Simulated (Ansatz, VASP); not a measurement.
## Al in VASP and in Ansatz

File INCAR:

```
PREC = Accurate
ENCUT = 400
EDIFF = 1E-6
ISMEAR = 1
SIGMA = 0.1
LREAL = False
LASPH = True
NELM = 120
ALGO = Normal
ISIF = 2
LWAVE = False
LCHARG = False
LDIPOL = True
IDIPOL = 3
DIPOL = 0.5 0.5 0.665
GGA = PE
IVDW = 12
NBANDS = 14
GGA_COMPAT = False
NELMDL = -8
```

Contents of KPOINTS:

```
regular mesh
0
Gamma
  15 15 1
```

Contents of POSCAR:

```
Al
1.0
    1.4511908809      2.5135363372      0.0000000000
   -2.9023817618      0.0000000000      0.0000000000
    0.0000000000      0.0000000000     29.1800269792
Al
4
Direct
    0.6666666667      0.3333333333      0.5487983768
    0.3333333333      0.6666666667      0.6253134155
    0.0000000000      1.0000000000      0.7034387573
    0.6666666667      0.3333333333      0.7820237170
```

Input for Ansatz:

```yaml
crystal:
  lattice:
    - [1.4511908809, 2.5135363372, 0.0]
    - [-2.9023817618, 0.0, 0.0]
    - [0.0, 0.0, 29.1800269792]
  atoms:
    - { symbol: Al, position: [0.6666666667, 0.3333333333, 0.5487983768] }
    - { symbol: Al, position: [0.3333333333, 0.6666666667, 0.6253134155] }
    - { symbol: Al, position: [0.0, 1.0, 0.7034387573] }
    - { symbol: Al, position: [0.6666666667, 0.3333333333, 0.782023717] }
basis:
  ecutwfc: 420
kpoints:
  mp_grid: { grid: [15, 15, 1] }
hamiltonian:
  xc: pbe
  dispersion: d3bj
  pseudopotentials: { kind: paw, azcp: { folder: soft_1 } }
scf:
  occupations: { method: methfessel_paxton, width: 0.1 }
  n_extra_bands: 7
  max_iter: 160
output:
  forces: true
  eigenvalues: true
  write_density: true
  write_potential: true
  elf: true
  volumetric_format: npy
efield:
  axis: 3
  dipole_correction: true
```

Alike in both runs: task single point; functional PBE; dispersion D3(BJ); k mesh 15 × 15 × 1; occupations methfessel-paxton of order 1, width 0.1 eV; no spin polarisation.

```csv
,VASP,Ansatz
version,VASP 6.6.1,Ansatz 0.2.0
potentials or method,"VASP PAW PBE potentials, release 64 (Al), cutoff 400 eV","scalar-relativistic, plane waves, PAW"
valence electrons in the cell,12,12
```

```tsv
	VASP	Ansatz	Ansatz less VASP
gap on the k mesh at the Fermi level (eV)	none	none	-
rms of the force components (eV/Å)	0.103	0.103	-0.0001
```

Atom by atom the forces differ by 0.000 eV/Å (rms over components). A gap of «none» marks a metal or a gap that the smearing closes. Ansatz's warnings: xc potential rough in thin density.
